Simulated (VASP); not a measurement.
# BN (P6_3mc) in VASP: notebook

BN is run at these levels: LDA; tasks: single point.

Program: VASP 6.6.1. These are calculated values, not measurements. Logs are shortened: lines on timing, memory, paths and dates and some standing lists are left out, and cuts for length are marked.

## Step 1: The cell of the first run

It takes space group P6_3mc (No. 186, hexagonal). Conventional cell: a = 2.602 Å, b = 2.602 Å, c = 4.308 Å, α = 90.00°, β = 90.00°, γ = 120.00°. B (site symmetry 3m) has 4 N at 1.60 to 1.62 Å within 2.1 Å. N (site symmetry 3m) has 4 B at 1.60 to 1.62 Å within 2.1 Å.

## Step 2: Single point, LDA

INCAR reads:

```
SYSTEM = BN
PREC = Accurate ; ENCUT = 600
EDIFF = 1E-6 ; ISMEAR = 0
SIGMA = 0.01 ; LREAL = .FALSE.
LASPH = .TRUE. ; NELM = 120
ALGO = Normal ; ISIF = 2
LWAVE = .FALSE. ; LCHARG = .FALSE.
NBANDS = 16 ; GGA_COMPAT = .FALSE.
```

KPOINTS reads:

```
regular mesh
0
G
  10 10 5
  0 0 0
```

POSCAR reads:

```
BN
1.0
    2.6018994005      0.0000000000      0.0000000000
   -1.3009497002      2.2533105439      0.0000000000
    0.0000000000      0.0000000000      4.3081134001
B N
2 2
Direct
    0.6666666667      0.3333333333      0.0000000000
    0.3333333333      0.6666666667      0.5000000000
    0.6666666667      0.3333333333      0.3750000000
    0.3333333333      0.6666666667      0.8750000000
```

Potentials or basis: VASP PAW LDA potentials, release 64 (B, N).

Run with:

```bash
cat potpaw_LDA.64/B/POTCAR potpaw_LDA.64/N/POTCAR > POTCAR
mpirun -np 1 vasp_std > vasp.out
```

OUTCAR:

```text
SYSTEM = BN
   PREC = Accurate
   ENCUT = 600
   EDIFF = 1E-6
   ISMEAR = 0
   LREAL = .FALSE.
   LASPH = .TRUE.
   NELM = 120
   ISIF = 2

 ion  position               nearest neighbor table
   1  0.667  0.333  0.000-   4 1.60   4 1.60   4 1.60   3 1.62
   2  0.333  0.667  0.500-   3 1.60   3 1.60   3 1.60   4 1.62
   3  0.667  0.333  0.375-   2 1.60   2 1.60   2 1.60   1 1.62
   4  0.333  0.667  0.875-   1 1.60   1 1.60   1 1.60   2 1.62

  LATTYP: Found a hexagonal cell.
 ALAT       =     2.6018994005
 C/A-ratio  =     1.6557570978

  Lattice vectors:

 A1 = (   2.6018994005,   0.0000000000,   0.0000000000)
 A2 = (  -1.3009497002,   2.2533105439,   0.0000000000)
 A3 = (   0.0000000000,   0.0000000000,   4.3081134001)

Analysis of symmetry for initial positions (statically):
=====================================================================
 Subroutine PRICEL returns:
 Original cell was already a primitive cell.

 Routine SETGRP: Setting up the symmetry group for a
 hexagonal supercell.

 Subroutine GETGRP returns: Found 12 space group operations
 (whereof  6 operations were pure point group operations)
 out of a pool of 24 trial point group operations.

The static configuration has the point symmetry C_3v.
 The point group associated with its full space group is C_6v.

Analysis of symmetry for dynamics (positions and initial velocities):
=====================================================================
 Subroutine PRICEL returns:
 Original cell was already a primitive cell.

 Routine SETGRP: Setting up the symmetry group for a
 hexagonal supercell.

 Subroutine GETGRP returns: Found 12 space group operations
 (whereof  6 operations were pure point group operations)
 out of a pool of 24 trial point group operations.

The dynamic configuration has the point symmetry C_3v.
 The point group associated with its full space group is C_6v.

 Subroutine INISYM returns: Found 12 space group operations
 (whereof  6 operations are pure point group operations),
 and found     1 'primitive' translations

----------------------------------------------------------------------------------------

                                     Primitive cell

  volume of cell :      25.2580

  direct lattice vectors                    reciprocal lattice vectors
     2.601899400  0.000000000  0.000000000     0.384334613  0.221895735  0.000000000
    -1.300949700  2.253310544  0.000000000     0.000000000  0.443791471  0.000000000
[... 93 lines left out ...]
   IBRION =     -1    ionic relax: 0-MD 1-quasi-New 2-CG
   NFREE  =      0    steps in history (QN), initial steepest desc. (CG)
   ISIF   =      2    stress and relaxation
   ISYM   =      2    0-nonsym 1-usesym 2-fastsym
   POTIM  = 0.5000    time-step for ionic-motion
   TEBEG  =    0.0;   TEEND  =   0.0 temperature during run
   PSTRESS=    0.0 pullay stress
   NELECT =      16.0000    total number of electrons
   NUPDOWN=      -1.0000    fix difference up-down
   EMIN   =  10.00;   EMAX   =-10.00  energy-range for DOS
   EFERMI =   0.00;   METHOD = LEGACY
   ISMEAR =     0;   SIGMA  =   0.01  broadening in eV -4-tet -1-fermi 0-gaus
   EFERMI_NEDOS =   21; number of points for ismear=-14 and -15
   IALGO  =     38    algorithm
   IMIX   =      4    mixing-type and parameters
     AMIX     =   0.40;   BMIX     =  1.00
     AMIX_MAG =   1.60;   BMIX_MAG =  1.00
  volume/ion in A,a.u.               =       6.31        42.61
  Fermi-wavevector in a.u.,A,eV,Ry     =   1.405989  2.656934 26.896067  1.976805
  Thomas-Fermi vector in A             =   2.528395
   LORBIT       =      0    0 simple, 1 ext, 2 COOP (PROOUT), +10 PAW based schemes
   GGA     = CA    functional components
   LHFCALC =     F    Hartree Fock is set to
   AEXX    =    0.0000 exact exchange contribution
   IVDW    =     0    specifies the selected vdW correction
   LEPSILON=     F    determine dielectric tensor
   LRPA    =     F    only Hartree local field effects (RPA)
 non-spin polarized calculation
 Gauss-broadening in eV      SIGMA  =   0.01
  energy-cutoff  :      600.00
  volume of cell :       25.26
 maximum number of plane-waves:       857
 NGX is ok and might be reduce to    24
   NGX = 11   NGY = 11   NGZ = 17

 number of electron      16.0000000 magnetization

 Free energy of the ion-electron system (eV)
  ---------------------------------------------------
  ext. energy  EPLUGINS =         0.00000000
  ---------------------------------------------------
  free energy    TOTEN  =       -38.53776890 eV

  energy without entropy =      -38.53776890  energy(sigma->0) =      -38.53776890

 E-fermi :   6.7575     XC(G=0): -12.7785

 val. band max:        6.7102295293   @ k =   0.0000   0.0000   0.0000
 cond. band min:      11.9664075109   @ k =   0.3000   0.3000   0.0000
 fundamental gap:      5.2561779816
 Fermi energy:         6.7574967636

 k-point     1 :       0.0000    0.0000    0.0000
  band No.  band energies     occupation
      1     -12.7759      2.00000
      2      -8.8717      2.00000
      3      -3.6087      2.00000
      4       4.7294      2.00000
      5       4.7294      2.00000
      6       6.4834      2.00000
[... 433 lines left out ...]
      3      -2.5138      2.00000
      4      -1.0371      2.00000
      5       0.9191      2.00000
      6       1.7761      2.00000
[... 8 lines left out ...]
     15      22.2605      0.00000
     16      22.7131      0.00000

 [... further k-points ...]

------------------------ aborting loop because EDIFF is reached ----------------------------------------

  FORCE on cell =-STRESS in cart. coord.  units (eV):
  Direction    XX          YY          ZZ          XY          YZ          ZX
  --------------------------------------------------------------------------------------
  -------------------------------------------------------------------------------------
  Total       -4.8451117     -4.8451099     -4.9815134     -0.0000000      0.0000000     -0.0000000
  in kB     -307.3376048   -307.3374861   -315.9899074     -0.0000000      0.0000000     -0.0000000
  external PRESSURE =    -310.2216661 kB  Pullay stress =       0.0000000 kB

 VOLUME and BASIS-vectors are now :
 -----------------------------------------------------------------------------
  energy-cutoff  :      600.00
  volume of cell :       25.26
      direct lattice vectors                 reciprocal lattice vectors
     2.601899400  0.000000000  0.000000000     0.384334613  0.221895735  0.000000000
    -1.300949700  2.253310544  0.000000000     0.000000000  0.443791471  0.000000000
     0.000000000  0.000000000  4.308113400     0.000000000  0.000000000  0.232120167

 POSITION                                       TOTAL-FORCE (eV/Angst)
 -----------------------------------------------------------------------------------
      1.30095      0.75110      0.00000        -0.000000      0.000000     -0.016155
     -0.00000      1.50221      2.15406         0.000000     -0.000000     -0.016155
      1.30095      0.75110      1.61554         0.000000     -0.000000      0.016155
     -0.00000      1.50221      3.76960        -0.000000      0.000000      0.016155
 -----------------------------------------------------------------------------------
    total drift:                                0.000000      0.000000     -0.000430

  FREE ENERGIE OF THE ION-ELECTRON SYSTEM (eV)
  ---------------------------------------------------
  free  energy   TOTEN  =       -38.5377689044 eV

  energy  without entropy=      -38.5377689044  energy(sigma->0) =      -38.53776890
```

OSZICAR:

```text
N       E                     dE             d eps       ncg     rms          rms(c)
DAV:   1     0.388468460446E+02    0.38847E+02   -0.89525E+03  1352   0.108E+03
DAV:   2    -0.380803376726E+02   -0.76927E+02   -0.71435E+02  1864   0.225E+02
DAV:   3    -0.405761883675E+02   -0.24959E+01   -0.24872E+01  1648   0.369E+01
DAV:   4    -0.405823597505E+02   -0.61714E-02   -0.61710E-02  1528   0.221E+00
DAV:   5    -0.405823772971E+02   -0.17547E-04   -0.17547E-04  1616   0.108E-01    0.871E+00
DAV:   6    -0.387611244076E+02    0.18213E+01   -0.24218E+00  1592   0.137E+01    0.390E+00
DAV:   7    -0.385981754224E+02    0.16295E+00   -0.22051E-01  1696   0.371E+00    0.244E+00
DAV:   8    -0.385394697720E+02    0.58706E-01   -0.79086E-02  1672   0.196E+00    0.261E-01
DAV:   9    -0.385378052626E+02    0.16645E-02   -0.25420E-03  1536   0.497E-01    0.125E-01
DAV:  10    -0.385377695950E+02    0.35668E-04   -0.19084E-04  1744   0.115E-01    0.168E-02
DAV:  11    -0.385377690869E+02    0.50814E-06   -0.12509E-05  1568   0.308E-02    0.107E-02
DAV:  12    -0.385377689044E+02    0.18247E-06   -0.14196E-06   832   0.106E-02
   1 F= -.38537769E+02 E0= -.38537769E+02  d E =-.447149E-14
```

stdout:

```text
POSCAR found type information on POSCAR B N
 POSCAR found :  2 types and       4 ions
 scaLAPACK will be used
 LDA part: xc-table for (Slater(with rela. corr.)+CA(PZ))
 , standard interpolation
 POSCAR, INCAR and KPOINTS ok, starting setup
 FFT: planning ... GRIDC
 FFT: planning ... GRID_SOFT
 FFT: planning ... GRID
 WAVECAR not read
 entering main loop
```

Run time: 16 s. Hardware: 1 thread of Intel Xeon Platinum 8259CL at 2.50GHz (Skylake/Cascade Lake), shared host; peak memory 0.14 GiB.

What came out:

```yaml
Free_energy: -38.5378 eV
Pressure: -31.0 GPa
Largest_force: 0.016 eV/Å
Band_gap_on_the_k_mesh: 5.26 eV (least direct gap 7.83 eV)
```

Forces on the atoms (eV/Å):
```
B    0.000  0.000 -0.016
B    0.000  0.000 -0.016
N    0.000  0.000  0.016
N    0.000  0.000  0.016
```

Levels at points of the mesh, in eV from the valence-band top:
```csv
k point,band 6,band 7,band 8,band 9,band 10,band 11
"(0.00, 0.00, 0.00)",-0.23,0.00,0.00,7.99,7.99,8.06
"(0.50, 0.00, 0.00)",-4.67,-4.12,-1.99,6.38,7.61,10.16
```

Caveat: the cell stands under tension; an odd mesh through Γ misses points on the zone boundary, where band edges can lie.

## Step 3: Single point, LDA

This run uses another cell than the first one, of 6.55 Å³/atom.

INCAR reads:

```
PREC = Accurate ; ENCUT = 600
EDIFF = 1E-6 ; ISMEAR = 0
SIGMA = 0.01 ; LREAL = False
LASPH = True ; NELM = 120
ALGO = Normal ; ISIF = 2
LWAVE = False ; LCHARG = False
GGA = CA ; NBANDS = 16
GGA_COMPAT = False
```

KPOINTS reads:

```
Automatic mesh
0
Gamma
  10 10 5
```

POSCAR reads:

```
BN
1.0
    2.6336330085      0.0000000000      0.0000000000
   -1.3168165042      2.2807926492      0.0000000000
    0.0000000000      0.0000000000      4.3606565467
B N
2 2
Direct
    0.6666666667      0.3333333333      0.0000000000
    0.3333333333      0.6666666667      0.5000000000
    0.6666666667      0.3333333333      0.3750000000
    0.3333333333      0.6666666667      0.8750000000
```

Potentials or basis: VASP PAW LDA potentials, release 64 (B, N).

Run with:

```bash
cat potpaw_LDA.64/B/POTCAR potpaw_LDA.64/N/POTCAR > POTCAR
mpirun -np 1 vasp_std > vasp.out
```

Wall time 16 s (1 thread of Intel Xeon Platinum 8259CL at 2.50GHz (Skylake/Cascade Lake), shared host); peak memory 0.14 GiB.

The run converged. Its results:

* Free energy: -38.3298 eV
* Pressure: -40.6 GPa
* Largest force: 0.044 eV/Å
* Band gap on the k mesh: 5.29 eV (least direct gap 7.64 eV)

Forces in eV/Å, atoms in the order of the input:
```
B    0.000  0.000 -0.044
B    0.000  0.000 -0.044
N    0.000  0.000  0.044
N    0.000  0.000  0.044
```

Stress tensor (GPa, compression positive):
```
-40.30   0.00   0.00
  0.00 -40.30   0.00
  0.00   0.00 -41.17
```

Levels at points of the mesh, in eV from the valence-band top:
```csv
k point,band 6,band 7,band 8,band 9,band 10,band 11
"(0.00, 0.00, 0.00)",-0.22,0.00,0.00,7.83,7.84,7.84
"(0.50, 0.00, 0.00)",-4.50,-3.95,-1.92,6.24,7.49,9.96
```

Caveat: the cell stands under tension; an odd mesh through Γ misses points on the zone boundary, where band edges can lie.
